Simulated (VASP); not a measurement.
# PtS2 (P-3m1) in VASP: notebook

PtS2 is run at these levels: PBE+D3(BJ); tasks: single point.

Everything below comes from runs of VASP 6.6.1. Logs are shortened: lines on timing, memory, paths and dates and some standing lists are left out, and cuts for length are marked.

## Step 1: The cell of the first run

It takes space group P-3m1 (No. 164, trigonal). Conventional cell: a = 3.555 Å, b = 3.555 Å, c = 4.313 Å, α = 90.00°, β = 90.00°, γ = 120.00°. Pt (site symmetry -3m) has 6 S at 2.37 Å within 3.1 Å. Within 3.1 Å of S (site symmetry 3m) lie 3 Pt at 2.37 Å and 3 S at 2.81 Å.

## Step 2: Single point, PBE+D3(BJ) (volume scaled by 0.91, then relaxed in part)

Input file INCAR:

```
SYSTEM = PtS2
PREC = Accurate
ENCUT = 520
EDIFF = 1E-7
ISMEAR = 0
SIGMA = 0.01
LREAL = .False.
LASPH = .True.
NELM = 80
ALGO = Normal
ISIF = 2
LWAVE = .False.
LCHARG = .False.
GGA = PE
IVDW = 12
NBANDS = 18
```

Input file KPOINTS:

```
regular mesh
0
Gamma
  12 12 8
  0 0 0
```

Input file POSCAR:

```
PtS2
1.0
    3.5545106345      0.0000000000      0.0000000000
   -1.7772553173      3.0782965075      0.0000000000
    0.0000000000      0.0000000000      4.3126984140
Pt S
1 2
Direct
    0.0000000000      0.0000000000      0.0000000000
    0.3333333333      0.6666666667      0.2769164231
    0.6666666667      0.3333333333      0.7230835769
```

Potentials or basis: VASP PAW PBE potentials, release 64 (Pt, S).

Started as:

```bash
$ cat potpaw_PBE.64/Pt/POTCAR potpaw_PBE.64/S/POTCAR > POTCAR
$ mpirun -np 1 vasp_std > vasp.out
```

OUTCAR:

```text
SYSTEM = PtS2
   PREC = Accurate
   ENCUT = 520
   EDIFF = 1E-7
   ISMEAR = 0
   LREAL = .False.
   LASPH = .True.
   NELM = 80
   ISIF = 2
   GGA = PE
   IVDW = 12
 IVDW          = 12

 ion  position               nearest neighbor table
   1  0.000  0.000  0.000-   2 2.37   3 2.37   3 2.37   2 2.37   3 2.37   2 2.37
   2  0.333  0.667  0.277-   1 2.37   1 2.37   1 2.37
   3  0.667  0.333  0.723-   1 2.37   1 2.37   1 2.37

  LATTYP: Found a hexagonal cell.
 ALAT       =     3.5545106345
 C/A-ratio  =     1.2133029993

  Lattice vectors:

 A1 = (   3.5545106345,   0.0000000000,   0.0000000000)
 A2 = (  -1.7772553173,   3.0782965075,   0.0000000000)
 A3 = (   0.0000000000,   0.0000000000,   4.3126984140)

Analysis of symmetry for initial positions (statically):
=====================================================================
 Subroutine PRICEL returns:
 Original cell was already a primitive cell.

 Routine SETGRP: Setting up the symmetry group for a
 hexagonal supercell.

 Subroutine GETGRP returns: Found 12 space group operations
 (whereof 12 operations were pure point group operations)
 out of a pool of 24 trial point group operations.

The static configuration has the point symmetry D_3d.

Analysis of symmetry for dynamics (positions and initial velocities):
=====================================================================
 Subroutine PRICEL returns:
 Original cell was already a primitive cell.

 Routine SETGRP: Setting up the symmetry group for a
 hexagonal supercell.

 Subroutine GETGRP returns: Found 12 space group operations
 (whereof 12 operations were pure point group operations)
 out of a pool of 24 trial point group operations.

The dynamic configuration has the point symmetry D_3d.

 Subroutine INISYM returns: Found 12 space group operations
 (whereof 12 operations are pure point group operations),
 and found     1 'primitive' translations

----------------------------------------------------------------------------------------

                                     Primitive cell

  volume of cell :      47.1888

  direct lattice vectors                    reciprocal lattice vectors
     3.554510635  0.000000000  0.000000000     0.281332679  0.162427498  0.000000000
    -1.777255317  3.078296508  0.000000000     0.000000000  0.324854996  0.000000000
     0.000000000  0.000000000  4.312698414     0.000000000  0.000000000  0.231873390

  length of vectors
     3.554510635  3.554510635  4.312698414     0.324854996  0.324854996  0.231873390

  position of ions in fractional coordinates (direct lattice)
     0.000000000  0.000000000  0.000000000
     0.333333333  0.666666667  0.276916423
     0.666666667  0.333333333  0.723083577

  ion indices of the primitive-cell ions
   primitive index   ion index
                 1           1
                 2           2
                 3           3

----------------------------------------------------------------------------------------

 KPOINTS: regular mesh

Automatic generation of k-mesh.
 Grid dimensions read from file:
 generate k-points for:   12   12    8

 Generating k-lattice:

  Cartesian coordinates                     Fractional coordinates (reciprocal lattice)
     0.023444390  0.013535625  0.000000000     0.083333333  0.000000000  0.000000000
     0.000000000  0.027071250  0.000000000     0.000000000  0.083333333  0.000000000
     0.000000000  0.000000000  0.028984174     0.000000000  0.000000000  0.125000000

  Length of vectors
     0.027071250  0.027071250  0.028984174

  Shift w.r.t. Gamma in fractional coordinates (k-lattice)
     0.000000000  0.000000000  0.000000000

 Subroutine IBZKPT returns following result:
 ===========================================

 Found    131 irreducible k-points:

 Following reciprocal coordinates:
            Coordinates               Weight
  0.000000  0.000000  0.000000      1.000000
  0.083333 -0.000000  0.000000      6.000000
  0.166667  0.000000  0.000000      6.000000
  0.250000  0.000000  0.000000      6.000000
  0.333333 -0.000000  0.000000      6.000000
  0.416667 -0.000000  0.000000      6.000000
[... 16 lines left out ...]
  0.166667  0.000000  0.125000      6.000000
  0.000000  0.166667  0.125000      6.000000
 [... further k-points ...]
   k-points           NKPTS =    131   k-points in BZ     NKDIM =    131   number of bands    NBANDS=     18
   number of dos      NEDOS =    301   number of ions     NIONS =      3
   total plane-waves  NPLWV =  25088
   dimension x,y,z NGX =    28 NGY =   28 NGZ =   32
   dimension x,y,z NGXF=    56 NGYF=   56 NGZF=   64
   ions per type =               1   2
   NGX,Y,Z   is equivalent  to a cutoff of  13.10, 13.10, 12.34 a.u.
   NGXF,Y,Z  is equivalent  to a cutoff of  26.19, 26.19, 24.67 a.u.
 SYSTEM =  PtS2
   PREC   = accura    normal or accurate (medium, high low for compatibility)
   ISTART =      0    job   : 0-new  1-cont  2-samecut
   ICHARG =      2    charge: 1-file 2-atom 10-const
   ISPIN  =      1    spin polarized calculation?
   LNONCOLLINEAR =      F non collinear calculations
   LSORBIT =      F    spin-orbit coupling
   LASPH  =      T    aspherical Exc in radial PAW
   ENCUT  =  520.0 eV  38.22 Ry    6.18 a.u.   6.61  6.61  8.02*2*pi/ulx,y,z
   NELM   =     80;   NELMIN=  2; NELMDL= -5     # of ELM steps
   EDIFF  = 0.1E-06   stopping-criterion for ELM
   LREAL  =      F    real-space projection
   EDIFFG = 0.1E-05   stopping-criterion for IOM
   NSW    =      0    number of steps for IOM
   IBRION =     -1    ionic relax: 0-MD 1-quasi-New 2-CG
   NFREE  =      0    steps in history (QN), initial steepest desc. (CG)
   ISIF   =      2    stress and relaxation
   ISYM   =      2    0-nonsym 1-usesym 2-fastsym
   POTIM  = 0.5000    time-step for ionic-motion
   TEBEG  =    0.0;   TEEND  =   0.0 temperature during run
   PSTRESS=    0.0 pullay stress
   NELECT =      22.0000    total number of electrons
   NUPDOWN=      -1.0000    fix difference up-down
   EMIN   =  10.00;   EMAX   =-10.00  energy-range for DOS
   EFERMI =   0.00;   METHOD = LEGACY
   ISMEAR =     0;   SIGMA  =   0.01  broadening in eV -4-tet -1-fermi 0-gaus
   EFERMI_NEDOS =   21; number of points for ismear=-14 and -15
   IALGO  =     38    algorithm
   IMIX   =      4    mixing-type and parameters
     AMIX     =   0.40;   BMIX     =  1.00
     AMIX_MAG =   1.60;   BMIX_MAG =  1.00
  volume/ion in A,a.u.               =      15.73       106.15
  Fermi-wavevector in a.u.,A,eV,Ry     =   1.269412  2.398841 21.924522  1.611407
  Thomas-Fermi vector in A             =   2.402455
   LORBIT       =      0    0 simple, 1 ext, 2 COOP (PROOUT), +10 PAW based schemes
   GGA     = PE    functional components
   LHFCALC =     F    Hartree Fock is set to
   AEXX    =    0.0000 exact exchange contribution
   IVDW    =    12    specifies the selected vdW correction
   LEPSILON=     F    determine dielectric tensor
   LRPA    =     F    only Hartree local field effects (RPA)
 non-spin polarized calculation
 Gauss-broadening in eV      SIGMA  =   0.01
  energy-cutoff  :      520.00
  volume of cell :       47.19
 maximum number of plane-waves:      1299
 NGX is ok and might be reduce to    28
   NGX = 13   NGY = 13   NGZ = 17

 number of electron      21.9999998 magnetization

 Free energy of the ion-electron system (eV)
  ---------------------------------------------------
  ext. energy  EPLUGINS =         0.00000000
  ---------------------------------------------------
  free energy    TOTEN  =       -15.09651900 eV

  energy without entropy =      -15.09648953  energy(sigma->0) =      -15.09650426

 E-fermi :   9.3112     XC(G=0): -11.6131

 val. band max:        9.3112379413   @ k =   0.0000   0.0833   0.1250
 cond. band min:       9.3852637106   @ k =   0.0000   0.0000   0.1250
 fundamental gap:      0.0740257694
 Fermi energy:         9.3112435333

 k-point     1 :       0.0000    0.0000    0.0000
  band No.  band energies     occupation
      1      -7.3227      2.00000
      2      -2.9561      2.00000
      3       1.1788      2.00000
      4       1.9348      2.00000
      5       1.9348      2.00000
      6       4.9687      2.00000
[... 10 lines left out ...]
     17      16.5518      0.00000
     18      21.7263      0.00000

 k-point     2 :       0.0833   -0.0000    0.0000
  band No.  band energies     occupation
      1      -7.2311      2.00000
      2      -3.0575      2.00000
      3       1.2827      2.00000
      4       1.9965      2.00000
      5       2.0784      2.00000
      6       4.8368      2.00000
[... 10 lines left out ...]
     17      16.7986      0.00000
     18      20.4137      0.00000

 k-point     3 :       0.1667    0.0000    0.0000
  band No.  band energies     occupation
      1      -6.9638      2.00000
      2      -3.3190      2.00000
      3       1.5809      2.00000
      4       2.1711      2.00000
      5       2.4500      2.00000
      6       4.3691      2.00000
[... 10 lines left out ...]
     17      17.4426      0.00000
     18      19.0691      0.00000

 k-point     4 :       0.2500    0.0000    0.0000
  band No.  band energies     occupation
      1      -6.5443      2.00000
      2      -3.6601      2.00000
      3       2.0365      2.00000
      4       2.4227      2.00000
      5       2.7790      2.00000
      6       3.6903      2.00000
[... 375 lines left out ...]
      4       1.9818      2.00000
      5       2.2637      2.00000
      6       4.7335      2.00000
[... 10 lines left out ...]
     17      17.1440      0.00000
     18      19.5930      0.00000

 k-point    23 :       0.1667    0.0000    0.1250
  band No.  band energies     occupation
      1      -6.8614      2.00000
      2      -3.5764      2.00000
      3       1.6394      2.00000
      4       2.2584      2.00000
      5       2.6291      2.00000
      6       4.5190      2.00000
[... 10 lines left out ...]
     17      16.7979      0.00000
     18      18.4982      0.00000

 k-point    24 :       0.0000    0.1667    0.1250
  band No.  band energies     occupation
      1      -6.8737      2.00000
      2      -3.5128      2.00000
      3       1.4736      2.00000
      4       2.1129      2.00000
      5       2.8327      2.00000
      6       4.0615      2.00000
[... 10 lines left out ...]
     17      18.0952      0.00000
     18      18.6410      0.00000

 [... further k-points ...]

------------------------ aborting loop because EDIFF is reached ----------------------------------------

 Edisp (eV)   -1.49566

 E8    (eV) :    -0.6011

  FORCE on cell =-STRESS in cart. coord.  units (eV):
  Direction    XX          YY          ZZ          XY          YZ          ZX
  --------------------------------------------------------------------------------------
  -------------------------------------------------------------------------------------
  Total       1.76944     1.76944     1.84841    -0.00000     0.00000     0.00000
  in kB      60.07684    60.07684    62.75790    -0.00000     0.00000     0.00000
  external pressure =       60.97 kB  Pullay stress =        0.00 kB

 VOLUME and BASIS-vectors are now :
 -----------------------------------------------------------------------------
  energy-cutoff  :      520.00
  volume of cell :       47.19
      direct lattice vectors                 reciprocal lattice vectors
     3.554510635  0.000000000  0.000000000     0.281332679  0.162427498  0.000000000
    -1.777255317  3.078296508  0.000000000     0.000000000  0.324854996  0.000000000
     0.000000000  0.000000000  4.312698414     0.000000000  0.000000000  0.231873390

 POSITION                                       TOTAL-FORCE (eV/Angst)
 -----------------------------------------------------------------------------------
      0.00000      0.00000      0.00000         0.000000      0.000000      0.000000
     -0.00000      2.05220      1.19426         0.000000     -0.000000     -0.040509
      1.77726      1.02610      3.11844        -0.000000      0.000000      0.040509
 -----------------------------------------------------------------------------------
    total drift:                                0.000000      0.000000      0.000000

  FREE ENERGIE OF THE ION-ELECTRON SYSTEM (eV)
  ---------------------------------------------------
  free  energy   TOTEN  =       -16.5921776467 eV

  energy  without entropy=      -16.5921481764  energy(sigma->0) =      -16.59216291
```

Run time: 1.8 min. Hardware: 1 thread of Intel Xeon Platinum 8375C at 2.90GHz (Ice Lake), shared host; peak memory 0.25 GiB.

Results:

| Property | Result |
| --- | --- |
| Free energy | -16.5922 eV |
| Pressure | 6.1 GPa |
| Largest force | 0.041 eV/Å |
| Band gap on the k mesh | zero (band 11 reaches 9.75 eV, above the bottom of band 12 at 9.29 eV) |
| Dispersion energy per atom | -0.499 eV |

Forces in eV/Å, atoms in the order of the input:
```
Pt   0.000  0.000  0.000
S    0.000  0.000 -0.041
S    0.000  0.000  0.041
```

Caveat: spin-orbit coupling is left out, which moves the levels of the heavy elements; pairwise dispersion overbinds metals, which lowers pressure and volume.

## Step 3: Single point, PBE+D3(BJ) (volume scaled by 0.94, then relaxed in part)

Input file INCAR:

```
ALGO = Normal
EDIFF = 1E-6
ENCUT = 520
GGA = PE
ISIF = 2
ISMEAR = 0
IVDW = 12
LASPH = T
LCHARG = T
LELF = T
LREAL = F
LVHAR = T
LWAVE = F
NBANDS = 18
NELM = 100
PREC = Accurate
SIGMA = 0.01
```

Input file KPOINTS:

```
k-points
0
Gamma
  12 12 8
```

Input file POSCAR:

```
PtS2
1.0
    3.5685306817      0.0000000000      0.0000000000
   -1.7842653408      3.0904382245      0.0000000000
    0.0000000000      0.0000000000      4.4199394105
Pt S
1 2
Direct
    0.0000000000      0.0000000000      0.0000000000
    0.3333333333      0.6666666667      0.2711639419
    0.6666666667      0.3333333333      0.7288360581
```

Potentials or basis: VASP PAW PBE potentials, release 64 (Pt, S).

Started as:

```bash
$ cat potpaw_PBE.64/Pt/POTCAR potpaw_PBE.64/S/POTCAR > POTCAR
$ mpirun -np 1 vasp_std > vasp.out
```

Run time: 1.9 min. Hardware: 1 thread of Intel Xeon Platinum 8375C at 2.90GHz (Ice Lake), shared host; peak memory 0.26 GiB.

It converged, with:

```
Free energy                : -16.6401 eV
Pressure                   : 3.1 GPa
Largest force              : 0.038 eV/Å
Band gap on the k mesh     : zero (band 11 reaches 9.17 eV, above the bottom of band 12 at 8.84 eV)
Dispersion energy per atom : -0.482 eV
```

Forces on the atoms (eV/Å):
```
Pt   0.000  0.000  0.000
S    0.000  0.000 -0.038
S    0.000  0.000  0.038
```

Stress tensor (GPa, compression positive):
```
3.03 0.00 0.00
0.00 3.03 0.00
0.00 0.00 3.35
```

Levels at points of the mesh, in eV from the Fermi level:
| k point | band 7 | band 8 | band 9 | band 10 | band 11 | band 12 | band 13 | band 14 | band 15 | band 16 |
| --- | --- | --- | --- | --- | --- | --- | --- | --- | --- | --- |
| (0.00, 0.00, 0.00) | -4.30 | -2.51 | -1.62 | -1.62 | 0.34 | 0.84 | 0.84 | 3.21 | 5.23 | 7.29 |
| (0.50, 0.00, 0.00) | -4.44 | -4.00 | -3.65 | -3.56 | -3.06 | 0.68 | 2.57 | 5.57 | 6.56 | 7.06 |
| (0.00, 0.00, 0.50) | -4.40 | -3.38 | -2.43 | -2.43 | -1.55 | 2.44 | 2.44 | 5.51 | 6.63 | 6.63 |
| (0.50, 0.00, 0.50) | -3.69 | -3.69 | -3.29 | -3.12 | -1.40 | 0.46 | 1.73 | 4.83 | 5.54 | 8.03 |

Caveat: spin-orbit coupling is left out, which moves the levels of the heavy elements; pairwise dispersion overbinds metals, which lowers pressure and volume.
